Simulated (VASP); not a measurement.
Input of a VASP 6.6.1 run:

POSCAR

```
BaS
1.0
   -0.0782072295      3.2117958739      3.2117958739
    3.2117958739     -0.0782072295      3.2117958739
    3.1335886444      3.1335886444      0.0000000000
Ba S
1 1
Direct
    0.0000000000      0.0000000000      0.0000000000
    0.5000000000      0.5000000000      0.5000000000
```

INCAR.step1

```
ALGO = Normal
EDIFF = 1E-4
ENCUT = 520
GGA = PE
ISMEAR = 0
LASPH = T
LCHARG = F
LREAL = F
LWAVE = T
NBANDS = 15
NELM = 60
PREC = Accurate
SIGMA = 0.01
```

Contents of INCAR.step2:

```
ALGO = Normal
EDIFF = 1E-6
ENCUT = 520
ISIF = 2
ISMEAR = 0
ISTART = 1
LASPH = T
LCHARG = F
LMIXTAU = T
LREAL = F
LWAVE = F
METAGGA = R2SCAN
NBANDS = 15
NELM = 60
PREC = Accurate
SIGMA = 0.01
```

The input KPOINTS:

```
k-points
0
Gamma
  8 8 8
```

Potentials or basis: VASP PAW PBE potentials, release 64 (Ba_sv, S).

The run is started by

```console
$ cat potpaw_PBE.64/Ba_sv/POTCAR potpaw_PBE.64/S/POTCAR > POTCAR
$ cp INCAR.step1 INCAR
$ mpirun -np 1 vasp_std > vasp.out
$ cp INCAR.step2 INCAR
$ mpirun -np 1 vasp_std > vasp.out
```

Problem. Predict the pressure.

Solution. 0.6 GPa.

Problem. Predict the band gap on the k mesh.

Solution. 2.42 eV (least direct gap 2.55 eV).

Stress tensor (GPa, compression positive):
```
0.59 0.93 0.00
0.93 0.59 0.00
0.00 0.00 0.54
```

Caveat: the cell differs from its parent crystal (shear xy strain -4.9%); the PAW data sets were made with another functional, which shifts forces and pressure a little; spin-orbit coupling is left out, which moves the levels of the heavy elements. A k mesh can miss the band edges.
